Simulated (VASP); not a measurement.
A run of VASP 6.6.1 is set up as follows.

File INCAR:

```
PREC = Accurate ; ENCUT = 600
EDIFF = 1E-6 ; ISMEAR = -1
SIGMA = 0.02 ; LREAL = False
LASPH = True ; NELM = 120
ALGO = Normal ; ISIF = 2
LWAVE = False ; LCHARG = False
GGA = PE ; NBANDS = 11
GGA_COMPAT = False
```

KPOINTS

```
regular mesh
0
Gamma
  8 8 8
```

The input POSCAR:

```
MgO
1.0
   -0.0105425000      2.1085000000      2.1085000000
    2.1085000000     -0.0105425000      2.1085000000
    2.0979575000      2.0979575000      0.0000000000
Mg O
1 1
Direct
    0.0000000000      0.0000000000      0.0000000000
    0.5000000000      0.5000000000      0.5000000000
```

Potentials or basis: VASP PAW PBE potentials, release 64 (Mg, O).

The run is started by

```console
$ cat potpaw_PBE.64/Mg/POTCAR potpaw_PBE.64/O/POTCAR > POTCAR
$ mpirun -np 1 vasp_std > vasp.out
```

**Question.** What does it give for the band gap on the k mesh?

**Answer.** 4.65 eV, direct.

**Question.** Predict the pressure.

**Answer.** 3.1 GPa.

Stress tensor (GPa, compression positive):
```
3.12 1.47 0.00
1.47 3.12 0.00
0.00 0.00 3.10
```
